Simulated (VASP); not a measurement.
Wanted: the native input for a VASP 6.6.1 run.

* Task: single point
* Functional: PBEsol
* Potentials or basis: VASP PAW PBE potentials, release 64 (Si, Ge_d)
* Cutoff: 520 eV
* k mesh: 2 × 2 × 2
* Occupations: gaussian, width 0.05 eV
* Spin: no spin polarisation
* Dipole correction: no
* Further INCAR settings: LREAL = Auto; ALGO = Normal; EDIFF = 1e-06; NBANDS = 53

The structure of Si16Ge (a cell with a defect) lies in POSCAR:

```
Si16Ge
1.0
    0.0000000000      5.4300000000      5.4300000000
    5.4300000000      0.0000000000      5.4300000000
    5.4300000000      5.4300000000      0.0000000000
Si Ge
16 1
Direct
    0.0008921731      0.0007398711      0.0006829650
    0.1250130755      0.1249876611      0.1249760589
    0.0007941989      0.0006360037      0.4976989871
    0.1206594843      0.1204961326      0.6293296501
    0.0008136280      0.4976985267      0.0005981584
    0.1206460405      0.6293895028      0.1204274401
   -0.0110778085      0.5036739411      0.5036800184
    0.1207215470      0.6292539595      0.6292167587
    0.4976907919      0.0007128913      0.0006554328
    0.6295415285      0.1204617864      0.1204067219
    0.5038591160     -0.0116384899      0.5039152855
    0.6294321363      0.1205111418      0.6292960405
    0.5039305709      0.5039808471     -0.0118379374
    0.6294570902      0.6293581952      0.1204399632
    0.5036296501      0.5035847145      0.5035817680
    0.6252815838      0.6246756906      0.6244587477
    0.3754458564      0.3745069982      0.3741546961
```

These files were run (other wordings do the same):

INCAR

```
PREC     = Accurate       # precision mode
ENCUT    = 520            # plane-wave cutoff, eV
EDIFF    = 1E-6           # SCF threshold, eV
ISMEAR   = 0              # smearing method
SIGMA    = 0.05           # smearing width, eV
LREAL    = Auto         
LASPH    = True           # aspherical terms in the spheres
NELM     = 100            # most SCF steps
ALGO     = Normal         # electronic algorithm
ISIF     = 2              # what is computed and relaxed
LWAVE    = False          # write WAVECAR
LCHARG   = True           # write CHGCAR
GGA      = PS             # functional
LELF     = True           # ELF
LVHAR    = True         
NBANDS   = 53             # bands
```

KPOINTS

```
Automatic mesh
0
Gamma
  2 2 2
```

Potentials or basis: VASP PAW PBE potentials, release 64 (Si, Ge_d).

Launch:

```sh
$ cat potpaw_PBE.64/Si/POTCAR potpaw_PBE.64/Ge_d/POTCAR > POTCAR
$ mpirun -np 1 vasp_std > vasp.out
```

It gave:

```yaml
Pressure: 4.7 GPa
Largest_force: 0.019 eV/Å
Band_gap_on_the_k_mesh: zero (bands 39 and 40 overlap by 0.31 eV)
```

Caveat: the k points lie up to 0.50 Å⁻¹ apart; the PAW data sets were made with another functional, which shifts forces and pressure a little.

It took 8 min on 1 thread of Intel Xeon 8259CL, with other jobs on the host, peak memory 0.5 GiB.
